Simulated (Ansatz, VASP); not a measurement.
**ZnO in VASP and in Ansatz**

```xyz
4
Lattice="3.2354 0.0000 0.0000 -1.6177 2.8019 0.0000 0.0000 0.0000 5.2109" Properties=species:S:1:pos:R:3 pbc="T T T"
Zn    0.0000    1.8679    2.6037
Zn    1.6177    0.9340   -0.0018
O     1.6177    0.9340    1.9768
O     0.0000    1.8679    4.5822
```

Alike in both runs: task single point; functional PBE; k mesh 12 × 12 × 6; occupations fermi-dirac, width 0.02 eV; no spin polarisation.

|  | VASP | Ansatz |
| --- | --- | --- |
| version | VASP 6.6.1 | Ansatz 0.2.0 |
| potentials or method | VASP PAW PBE potentials, release 64 (Zn, O_h) | plane waves, PAW |
| plane-wave cutoff (eV) | 1340 | 420 |
| valence electrons in the cell | 36 | 36 |

Ansatz gave:

- gap on the k mesh at the Fermi level (eV): 0.81
- pressure (GPa): 6.1
- traceless stress, the component that is largest in VASP (GPa): 0.10

Task: Which values does VASP return?

Result: gap on the k mesh at the Fermi level (eV): 0.80; pressure (GPa): 7.0; traceless stress, the component that is largest in VASP (GPa): 0.08.

The functional is the same, so the differences come from potentials, cutoffs and numerics.
